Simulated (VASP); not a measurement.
# Co2HgSe2 (I4/mmm) in VASP: notebook

The runs below take Co2HgSe2 through relaxation of cell and atoms, with PBE, PBE+U.

All numbers are computed with VASP 6.6.1; they aren't measurements. Logs are shortened: lines on timing, memory, paths and dates and some standing lists are left out, and cuts for length are marked.

## Step 1: The cell of the first run

It takes space group I4/mmm (No. 139, tetragonal). The conventional cell has a = 3.744 Å, b = 3.744 Å, c = 13.134 Å, α = 90.00°, β = 90.00°, γ = 90.00°. Hg (site symmetry 4/mmm) has 8 Se at 3.27 Å and 4 Hg at 3.74 Å and 8 Co at 3.78 Å within 4.3 Å. Se (site symmetry 4mm) has 4 Co at 2.32 Å within 3.1 Å. Co (site symmetry -4m2) has 4 Se at 2.32 Å and 4 Co at 2.65 Å within 3.1 Å.

## Step 2: Relaxation of cell and atoms, PBE

Contents of INCAR:

```
ALGO = Normal
EDIFF = 1E-6
EDIFFG = -0.01
ENCUT = 600
GGA = PE
IBRION = 2
ISIF = 3
ISMEAR = -1
LASPH = True
LCHARG = False
LREAL = False
LWAVE = False
NELM = 80
NSW = 60
PREC = Accurate
SIGMA = 0.0167
```

Contents of KPOINTS:

```
k-points
0
Gamma
  5 5 5
```

Contents of POSCAR:

```
Co2HgSe2
1.0
    0.0000000000      3.7440530000      0.0000000000
    3.7440530000      0.0000000000      0.0000000000
    1.8720260000      1.8720260000     -6.5668480000
Hg Se Co
1 2 2
Direct
    0.0000000000      0.0000000000      0.0000000000
    0.3537000000      0.3537000000      0.2926000000
    0.6463000000      0.6463000000      0.7074000000
    0.7500000000      0.2500000000      0.5000000000
    0.2500000000      0.7500000000      0.5000000000
```

Potentials or basis: VASP PAW PBE potentials, release 64 (Hg, Se, Co).

Command:

```console
> cat potpaw_PBE.64/Hg/POTCAR potpaw_PBE.64/Se/POTCAR potpaw_PBE.64/Co/POTCAR > POTCAR
> mpirun -np 1 vasp_std > vasp.out
```

OUTCAR:

```text
EDIFF = 1E-6
   EDIFFG = -0.01
   ENCUT = 600
   GGA = PE
   IBRION = 2
   ISIF = 3
   ISMEAR = -1
   LASPH = True
   LREAL = False
   NELM = 80
   NSW = 60
   PREC = Accurate

 ion  position               nearest neighbor table
   1  0.000  0.000  0.000-   2 3.27   3 3.27   3 3.27   3 3.27   2 3.27   2 3.27   3 3.27   2 3.27

   2  0.354  0.354  0.293-   4 2.32   5 2.32   5 2.32   4 2.32   1 3.27   1 3.27   1 3.27   1 3.27

   3  0.646  0.646  0.707-   4 2.32   5 2.32   5 2.32   4 2.32   1 3.27   1 3.27   1 3.27   1 3.27

   4  0.750  0.250  0.500-   2 2.32   3 2.32   2 2.32   3 2.32   5 2.65   5 2.65   5 2.65   5 2.65

   5  0.250  0.750  0.500-   2 2.32   3 2.32   2 2.32   3 2.32   4 2.65   4 2.65   4 2.65   4 2.65

  LATTYP: Found a body centered tetragonal cell.
 ALAT       =     3.7440530000
 C/A-ratio  =     3.5078819664

  Lattice vectors:

 A1 = (  -1.8720260000,   1.8720270000,   6.5668480000)
 A2 = (   1.8720270000,  -1.8720260000,   6.5668480000)
 A3 = (   1.8720260000,   1.8720260000,  -6.5668480000)

Analysis of symmetry for initial positions (statically):
=====================================================================
 Subroutine PRICEL returns:
 Original cell was already a primitive cell.

 Routine SETGRP: Setting up the symmetry group for a
 body centered tetragonal supercell.

 Subroutine GETGRP returns: Found 16 space group operations
 (whereof 16 operations were pure point group operations)
 out of a pool of 16 trial point group operations.

The static configuration has the point symmetry D_4h.

Analysis of symmetry for dynamics (positions and initial velocities):
=====================================================================
 Subroutine PRICEL returns:
 Original cell was already a primitive cell.

 Routine SETGRP: Setting up the symmetry group for a
 body centered tetragonal supercell.

 Subroutine GETGRP returns: Found 16 space group operations
 (whereof 16 operations were pure point group operations)
 out of a pool of 16 trial point group operations.

The dynamic configuration has the point symmetry D_4h.

 Subroutine INISYM returns: Found 16 space group operations
 (whereof 16 operations are pure point group operations),
 and found     1 'primitive' translations

----------------------------------------------------------------------------------------

                                     Primitive cell

  volume of cell :      92.0536

  direct lattice vectors                    reciprocal lattice vectors
[... 68 lines left out ...]
   k-points           NKPTS =     18   k-points in BZ     NKDIM =     18   number of bands    NBANDS=     25
   number of dos      NEDOS =    301   number of ions     NIONS =      5
   total plane-waves  NPLWV =  54000
   dimension x,y,z NGX =    30 NGY =   30 NGZ =   60
   dimension x,y,z NGXF=    60 NGYF=   60 NGZF=  120
   ions per type =               1   2   2
   NGX,Y,Z   is equivalent  to a cutoff of  13.32, 13.32, 14.09 a.u.
   NGXF,Y,Z  is equivalent  to a cutoff of  26.64, 26.64, 28.18 a.u.
 SYSTEM =  unknown system
   PREC   = accura    normal or accurate (medium, high low for compatibility)
   ISTART =      0    job   : 0-new  1-cont  2-samecut
   ICHARG =      2    charge: 1-file 2-atom 10-const
   ISPIN  =      1    spin polarized calculation?
   LNONCOLLINEAR =      F non collinear calculations
   LSORBIT =      F    spin-orbit coupling
   LASPH  =      T    aspherical Exc in radial PAW
   ENCUT  =  600.0 eV  44.10 Ry    6.64 a.u.   7.48  7.48 14.14*2*pi/ulx,y,z
   NELM   =     80;   NELMIN=  2; NELMDL= -5     # of ELM steps
   EDIFF  = 0.1E-05   stopping-criterion for ELM
   LREAL  =      F    real-space projection
   EDIFFG = -.1E-01   stopping-criterion for IOM
   NSW    =     60    number of steps for IOM
   IBRION =      2    ionic relax: 0-MD 1-quasi-New 2-CG
   NFREE  =      1    steps in history (QN), initial steepest desc. (CG)
   ISIF   =      3    stress and relaxation
   ISYM   =      2    0-nonsym 1-usesym 2-fastsym
   POTIM  = 0.5000    time-step for ionic-motion
   TEBEG  =    0.0;   TEEND  =   0.0 temperature during run
   PSTRESS=    0.0 pullay stress
   NELECT =      42.0000    total number of electrons
   NUPDOWN=      -1.0000    fix difference up-down
   EMIN   =  10.00;   EMAX   =-10.00  energy-range for DOS
   EFERMI =   0.00;   METHOD = LEGACY
   ISMEAR =    -1;   SIGMA  =   0.02  broadening in eV -4-tet -1-fermi 0-gaus
   EFERMI_NEDOS =   21; number of points for ismear=-14 and -15
   IALGO  =     38    algorithm
   IMIX   =      4    mixing-type and parameters
     AMIX     =   0.40;   BMIX     =  1.00
     AMIX_MAG =   1.60;   BMIX_MAG =  1.00
  volume/ion in A,a.u.               =      18.41       124.24
  Fermi-wavevector in a.u.,A,eV,Ry     =   1.260311  2.381642 21.611263  1.588383
  Thomas-Fermi vector in A             =   2.393827
   LORBIT       =      0    0 simple, 1 ext, 2 COOP (PROOUT), +10 PAW based schemes
   GGA     = PE    functional components
   LHFCALC =     F    Hartree Fock is set to
   AEXX    =    0.0000 exact exchange contribution
   IVDW    =     0    specifies the selected vdW correction
   LEPSILON=     F    determine dielectric tensor
   LRPA    =     F    only Hartree local field effects (RPA)
 conjugate gradient relaxation of ions
 non-spin polarized calculation
  energy-cutoff  :      600.00
  volume of cell :       92.05
 maximum number of plane-waves:      3114
 NGX is ok and might be reduce to    30
   NGX = 15   NGY = 15   NGZ = 29

--------------------------------------- Ionic step        1  -------------------------------------------

 number of electron      42.0000011 magnetization

 Free energy of the ion-electron system (eV)
  ---------------------------------------------------
  ext. energy  EPLUGINS =         0.00000000
  ---------------------------------------------------
  free energy    TOTEN  =       -21.81127003 eV

  energy without entropy =      -21.80246027  energy(sigma->0) =      -21.80686515

 E-fermi :   5.3754     XC(G=0): -10.8170

 val. band max:        5.3744739221   @ k =  -0.2000  -0.2000   0.2000
 cond. band min:       5.3904068968   @ k =   0.4000   0.2000   0.0000
 fundamental gap:      0.0159329748
 Fermi energy:         5.3754460457
[... 1126 lines left out ...]
     24       5.7585      0.00000
     25       7.6976      0.00000

[... ionic steps 4 to 14 ...]

--------------------------------------- Ionic step       15  -------------------------------------------

 number of electron      41.9999987 magnetization

------------------------ aborting loop because EDIFF is reached ----------------------------------------
[... 73 lines left out ...]
--------------------------------------- Ionic step       17  -------------------------------------------

 number of electron      41.9999991 magnetization

 Free energy of the ion-electron system (eV)
  ---------------------------------------------------
  ext. energy  EPLUGINS =         0.00000000
  ---------------------------------------------------
  free energy    TOTEN  =       -22.29810890 eV

  energy without entropy =      -22.29694198  energy(sigma->0) =      -22.29752544

 E-fermi :   3.4173     XC(G=0):  -9.4861

 val. band max:        3.3339725347   @ k =  -0.4000   0.2000  -0.0000
 cond. band min:       3.4221630408   @ k =   0.0000   0.0000   0.2000
 fundamental gap:      0.0881905060
 Fermi energy:         3.4172780404
[... 534 lines left out ...]
  FREE ENERGIE OF THE ION-ELECTRON SYSTEM (eV)
  ---------------------------------------------------
  free  energy   TOTEN  =       -22.2981089032 eV

  energy  without entropy=      -22.2969419798  energy(sigma->0) =      -22.29752544

 reached required accuracy - stopping structural energy minimisation
```

OSZICAR:

```text
N       E                     dE             d eps       ncg     rms          rms(c)
DAV:   1     0.358668195400E+03    0.35867E+03   -0.21377E+04   900   0.195E+03
DAV:   2     0.127174874459E+02   -0.34595E+03   -0.33785E+03   903   0.410E+02
DAV:   3    -0.221990655766E+02   -0.34917E+02   -0.34158E+02  1176   0.141E+02
DAV:   4    -0.235534569619E+02   -0.13544E+01   -0.13486E+01   995   0.275E+01
[... 186 lines left out ...]
DAV:   3    -0.222981355617E+02    0.53829E-03   -0.24887E-03  1080   0.809E-01    0.380E-02
DAV:   4    -0.222981161232E+02    0.19439E-04   -0.12105E-04   914   0.818E-02    0.232E-02
DAV:   5    -0.222981099915E+02    0.61317E-05   -0.28219E-05  1265   0.803E-02    0.772E-03
DAV:   6    -0.222981088672E+02    0.11243E-05   -0.68495E-06   868   0.368E-02    0.355E-03
DAV:   7    -0.222981089032E+02   -0.35930E-07   -0.29691E-07   450   0.516E-03
  17 F= -.22298109E+02 E0= -.22297525E+02  d E =-.432453E-03
```

It took 10 min on 1 thread of Intel Xeon 6975P-C (Granite Rapids), shared host; peak memory 0.26 GiB.

What came out:

```yaml
Free_energy: -22.2981 eV
Relaxed_volume: 22.87 Å³/atom
Relaxed_cell: a = 3.636 Å, b = 3.636 Å, c = 9.020 Å, α = 78.37°, β = 78.37°, γ = 90.00°
Space_group_after_relaxing_to_0.1_Å: I4/mmm (No. 139)
Energy_gained_by_relaxing: 97.4 meV/atom
Ionic_steps: 17
Pressure_after_relaxing: 0.1 GPa
Largest_force_after_relaxing: 0.006 eV/Å
Band_gap_on_the_k_mesh: zero (bands 21 and 22 overlap by 1.12 eV)
```

Forces on the atoms (eV/Å):
```
Hg   0.000  0.000  0.000
Se   0.000  0.000  0.006
Se   0.000  0.000 -0.006
Co   0.000  0.000  0.000
Co   0.000  0.000  0.000
```

Step by step:
| step | energy change (eV) | largest force (eV/Å) | pressure (GPa) | volume (Å³) |
| --- | --- | --- | --- | --- |
| 1 | 0.0000 | 0.1342 | 3.38 | 92.05 |
| 2 | -0.0954 | 0.7520 | -1.40 | 97.30 |
| 3 | -0.0969 | 0.8650 | -2.12 | 98.27 |
| 4 | -0.1806 | 0.8066 | -1.94 | 99.23 |
| 5 | -0.3636 | 0.5289 | -0.89 | 101.81 |
| 6 | -0.3932 | 0.2442 | 3.83 | 105.59 |
| 7 | -0.4436 | 0.0325 | 1.71 | 104.25 |
| 8 | -0.4617 | 0.4722 | -0.59 | 109.52 |
| 9 | -0.4625 | 0.4002 | -0.25 | 108.62 |
| 10 | -0.4800 | 0.1970 | -0.18 | 111.08 |
| 11 | -0.4852 | 0.0158 | -0.03 | 113.42 |
| 12 | -0.4853 | 0.0074 | -0.05 | 113.32 |
| 13 | -0.4860 | 0.0266 | 0.03 | 113.52 |
| 14 | -0.4863 | 0.0747 | 0.33 | 114.02 |
| 15 | -0.4864 | 0.0613 | 0.24 | 113.87 |
| 16 | -0.4868 | 0.0156 | 0.08 | 114.25 |
| 17 | -0.4868 | 0.0060 | 0.06 | 114.33 |

Final structure:
```
Hg Se Co
1.0
     0.00000    3.63632    0.00000
     3.63632    0.00000    0.00000
     1.81816    1.81816   -8.64609
Hg Se Co
1 2 2
Direct
  0.00000 0.00000 0.00000
  0.33266 0.33266 0.33469
  0.66734 0.66734 0.66531
  0.75000 0.25000 0.50000
  0.25000 0.75000 0.50000
```

Levels at points of the mesh, in eV from the Fermi level:
```csv
k point,band 17,band 18,band 19,band 20,band 21,band 22,band 23,band 24
"(0.00, 0.00, 0.00)",-1.18,-0.67,-0.49,-0.49,-0.42,0.00,1.57,1.57
```

Caveat: the volume moved by over 15 % at a fixed basis, so the end points are rough; spin-orbit coupling is left out, which moves the levels of the heavy elements; the run has no spin polarisation, though such a crystal can be magnetic.

## Step 3: Relaxation of cell and atoms, PBE

Contents of INCAR:

```
SYSTEM = Co2HgSe2
PREC = Accurate
ENCUT = 600
EDIFF = 1E-6
ISMEAR = -1
SIGMA = 0.0167
LREAL = .FALSE.
LASPH = .TRUE.
NELM = 60
ALGO = Normal
ISIF = 3
LWAVE = .FALSE.
LCHARG = .FALSE.
GGA = PE
IBRION = 2
NSW = 60
EDIFFG = -0.01
```

Contents of KPOINTS:

```
regular mesh
0
G
  5 5 5
  0 0 0
```

POSCAR is that of step 2.

Potentials or basis: VASP PAW PBE potentials, release 64 (Hg, Se, Co).

Command:

```console
> cat potpaw_PBE.64/Hg/POTCAR potpaw_PBE.64/Se/POTCAR potpaw_PBE.64/Co/POTCAR > POTCAR
> mpirun -np 1 vasp_std > vasp.out
```

Run time: 8 min. Hardware: 1 thread of Intel Xeon 6975P-C (Granite Rapids), shared host; peak memory 0.27 GiB.

It converged, with:

```yaml
Free_energy: -22.2981 eV
Relaxed_volume: 22.87 Å³/atom
Relaxed_cell: a = 3.636 Å, b = 3.636 Å, c = 9.020 Å, α = 78.37°, β = 78.37°, γ = 90.00°
Space_group_after_relaxing_to_0.1_Å: I4/mmm (No. 139)
Energy_gained_by_relaxing: 97.4 meV/atom
Ionic_steps: 17
Pressure_after_relaxing: 0.1 GPa
Largest_force_after_relaxing: 0.006 eV/Å
Band_gap_on_the_k_mesh: zero (bands 21 and 22 overlap by 1.12 eV)
```

Forces on the atoms (eV/Å):
```
Hg   0.000  0.000  0.000
Se   0.000  0.000  0.006
Se   0.000  0.000 -0.006
Co   0.000  0.000  0.000
Co   0.000  0.000  0.000
```

The path:
| step | energy change (eV) | largest force (eV/Å) | pressure (GPa) | volume (Å³) |
| --- | --- | --- | --- | --- |
| 1 | 0.0000 | 0.1342 | 3.38 | 92.05 |
| 2 | -0.0954 | 0.7520 | -1.40 | 97.30 |
| 3 | -0.0969 | 0.8650 | -2.12 | 98.27 |
| 4 | -0.1806 | 0.8066 | -1.94 | 99.23 |
| 5 | -0.3636 | 0.5289 | -0.89 | 101.81 |
| 6 | -0.3932 | 0.2442 | 3.83 | 105.59 |
| 7 | -0.4436 | 0.0325 | 1.71 | 104.25 |
| 8 | -0.4617 | 0.4722 | -0.59 | 109.52 |
| 9 | -0.4625 | 0.4002 | -0.25 | 108.62 |
| 10 | -0.4800 | 0.1970 | -0.18 | 111.08 |
| 11 | -0.4852 | 0.0158 | -0.03 | 113.42 |
| 12 | -0.4853 | 0.0074 | -0.05 | 113.32 |
| 13 | -0.4860 | 0.0266 | 0.03 | 113.52 |
| 14 | -0.4863 | 0.0747 | 0.33 | 114.02 |
| 15 | -0.4864 | 0.0613 | 0.24 | 113.87 |
| 16 | -0.4868 | 0.0156 | 0.08 | 114.25 |
| 17 | -0.4868 | 0.0060 | 0.06 | 114.33 |

Final structure:
```cif
data_structure
_symmetry_space_group_name_H-M 'P 1'
_symmetry_Int_Tables_number 1
_cell_length_a 3.6363
_cell_length_b 3.6363
_cell_length_c 9.0203
_cell_angle_alpha 78.372
_cell_angle_beta 78.372
_cell_angle_gamma 90.000
_cell_volume 114.33
loop_
_atom_site_label
_atom_site_type_symbol
_atom_site_fract_x
_atom_site_fract_y
_atom_site_fract_z
_atom_site_occupancy
Hg1 Hg 0.00000 0.00000 0.00000 1
Se1 Se 0.33266 0.33266 0.33469 1
Se2 Se 0.66734 0.66734 0.66531 1
Co1 Co 0.75000 0.25000 0.50000 1
Co2 Co 0.25000 0.75000 0.50000 1
```

Levels at points of the mesh, in eV from the Fermi level:
```csv
k point,band 17,band 18,band 19,band 20,band 21,band 22,band 23,band 24
"(0.00, 0.00, 0.00)",-1.18,-0.67,-0.49,-0.49,-0.42,0.00,1.57,1.57
```

Caveat: the volume moved by over 15 % at a fixed basis, so the end points are rough; spin-orbit coupling is left out, which moves the levels of the heavy elements; the run has no spin polarisation, though such a crystal can be magnetic. Spin polarisation is off, so any magnetic state and its effect on volume and gap are missing.

(Part 1 of 2 ends here.)

The gap in the log of VASP goes by the Fermi energy; the results here count the filled bands.